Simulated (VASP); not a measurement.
Here is a VASP 6.6.1 calculation.

The input INCAR:

```
PREC = Accurate
ENCUT = 680
EDIFF = 1E-6
ISMEAR = -1
SIGMA = 0.05
LREAL = False
LASPH = True
NELM = 200
ALGO = Normal
ISIF = 2
LWAVE = False
LCHARG = False
ISPIN = 2
MAGMOM = 6 0
LORBIT = 11
NUPDOWN = 6.0
LMAXMIX = 4
GGA = PE
NBANDS = 22
GGA_COMPAT = False
```

File KPOINTS:

```
Automatic mesh
0
Gamma
  7 7 7
```

Contents of POSCAR:

```
MnS
1.0
    0.0000000000      2.6045000000      2.6045000000
    2.6045000000      0.0000000000      2.6045000000
    2.6045000000      2.6045000000      0.0000000000
Mn S
1 1
Direct
    0.0000000000      0.0000000000      0.0000000000
    0.5000000000      0.5000000000      0.5000000000
```

Potentials or basis: VASP PAW PBE potentials, release 64 (Mn_sv, S).

Launch:

```bash
$ cat potpaw_PBE.64/Mn_sv/POTCAR potpaw_PBE.64/S/POTCAR > POTCAR
$ mpirun -np 1 vasp_std > vasp.out
```

(1) Estimate the pressure.

Answers

(1) 12.5 GPa.

Caveat: the cell stands under pressure; the total moment is fixed, so each spin has its own Fermi level and the state may be an excited one; a cell with one magnetic atom can't hold antiferromagnetic order, which such compounds often take.
